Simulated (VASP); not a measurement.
The system is SbS.

```
Sb S
1.0
     3.50033    0.00000    0.00000
     0.00000    3.50033    0.00000
     0.00000    0.00000    4.87043
Sb S
1 1
Direct
  0.50000 0.50000 0.50000
  0.50000 0.50000 0.00000
```

* Program: VASP 6.6.1
* Task: relaxation of cell and atoms
* Functional: PBE
* Potentials or basis: VASP PAW PBE potentials, release 64 (Sb, S)
* Cutoff: 600 eV
* k mesh: 6 × 6 × 4
* Occupations: gaussian, width 0.1 eV
* Spin: no spin polarisation

At the start: pressure -0.1 GPa; volume 29.84 Å³/atom.

Problem. Where does the relaxation end?

Solution. Over 25 steps the energy falls by 146.5 meV/atom and the volume is 24.62 Å³/atom (-17.5 %); space group P4/mmm (No. 123, to 0.05 Å).

The path:
```tsv
step	energy change (eV)	largest force (eV/Å)	pressure (GPa)	volume (Å³)
1	0.0000	0.0000	-0.10	59.67
2	-0.0049	0.0000	-1.39	59.50
3	-0.0050	0.0000	-1.23	59.53
4	-0.0106	0.0000	-1.16	58.75
5	-0.0302	0.0000	-0.74	56.44
6	-0.1123	0.0000	1.17	51.93
7	-0.1216	0.0000	10.55	43.37
8	-0.1820	0.0000	4.03	48.51
9	-0.1809	0.0000	7.53	45.22
10	-0.1968	0.0000	5.51	46.94
11	-0.1968	0.0000	5.93	46.57
12	-0.1972	0.0000	5.97	46.50
13	-0.1980	0.0000	6.18	46.29
14	-0.1981	0.0000	6.26	46.21
15	-0.1991	0.0000	6.22	46.22
16	-0.2022	0.0000	6.08	46.28
17	-0.2081	0.0000	5.82	46.40
18	-0.2191	0.0000	5.31	46.62
19	-0.2383	0.0000	4.33	47.08
20	-0.2664	0.0000	2.55	48.01
21	-0.2879	0.0000	-0.48	49.90
22	-0.2878	0.0000	-0.58	49.97
23	-0.2889	0.0000	-0.55	49.90
24	-0.2913	0.0000	-0.44	49.68
25	-0.2931	0.0000	-0.16	49.24
```

Final structure:
```
CELL_PARAMETERS angstrom
3.04874 0.00000 0.00000
0.00000 3.04874 0.00000
0.00000 0.00000 5.29742
ATOMIC_POSITIONS crystal
Sb 0.50000 0.50000 0.50000
S 0.50000 0.50000 0.00000
```

Caveat: the volume moved by over 15 % at a fixed basis, so the end points are rough.
